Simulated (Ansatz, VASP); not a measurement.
**Pb2Cl in VASP and in Ansatz**

The input INCAR:

```
SYSTEM = Pb2Cl
PREC = Accurate ; ENCUT = 520
EDIFF = 1E-6 ; ISMEAR = 0
SIGMA = 0.1 ; LREAL = .FALSE.
LASPH = .TRUE. ; NELM = 80
ALGO = Normal ; ISIF = 2
LWAVE = .FALSE. ; LCHARG = .FALSE.
GGA = PE ; NBANDS = 44
```

Contents of KPOINTS:

```
regular mesh
0
G
  4 4 4
  0 0 0
```

The input POSCAR:

```
Pb2Cl
1.0
    0.0000000000      4.5849927517      4.5849927517
    4.5849927517      0.0000000000      4.5849927517
    4.5849927517      4.5849927517      0.0000000000
Pb Cl
4 2
Direct
    0.6250000000      0.6250000000      0.6250000000
    0.1250000000      0.6250000000      0.6250000000
    0.6250000000      0.6250000000      0.1250000000
    0.6250000000      0.1250000000      0.6250000000
    0.0000000000      0.0000000000      0.0000000000
    0.2500000000      0.2500000000      0.2500000000
```

Input for Ansatz:

```yaml
crystal:
  lattice:
    - [0.0, 4.5849927517, 4.5849927517]
    - [4.5849927517, 0.0, 4.5849927517]
    - [4.5849927517, 4.5849927517, 0.0]
  atoms:
    - { symbol: Pb, position: [0.625, 0.625, 0.625] }
    - { symbol: Pb, position: [0.125, 0.625, 0.625] }
    - { symbol: Pb, position: [0.625, 0.625, 0.125] }
    - { symbol: Pb, position: [0.625, 0.125, 0.625] }
    - { symbol: Cl, position: [0.0, 0.0, 0.0] }
    - { symbol: Cl, position: [0.25, 0.25, 0.25] }
basis:
  ecutwfc: 420
kpoints:
  mp_grid: { grid: [4, 4, 4] }
hamiltonian:
  xc: pbe
scf:
  occupations: { method: gaussian, width: 0.1 }
output:
  forces: true
  stress: true
  eigenvalues: true
```

Alike in both runs: task single point; functional PBE; k mesh 4 × 4 × 4; occupations gaussian, width 0.1 eV; no spin polarisation.

|  | VASP | Ansatz |
| --- | --- | --- |
| version | VASP 6.6.1 | Ansatz 0.2.0 |
| potentials or method | VASP PAW PBE potentials, release 64 (Pb_d, Cl), cutoff 520 eV | scalar-relativistic, plane waves, PAW |
| valence electrons in the cell | 70 | 70 |

```csv
,VASP,Ansatz,Ansatz less VASP
gap on the k mesh at the Fermi level (eV),none,none,-
pressure (GPa),0.1,0.1,+0.07
```

A gap of «none» marks a metal or a gap that the smearing closes.

Neither program's run includes spin-orbit coupling.
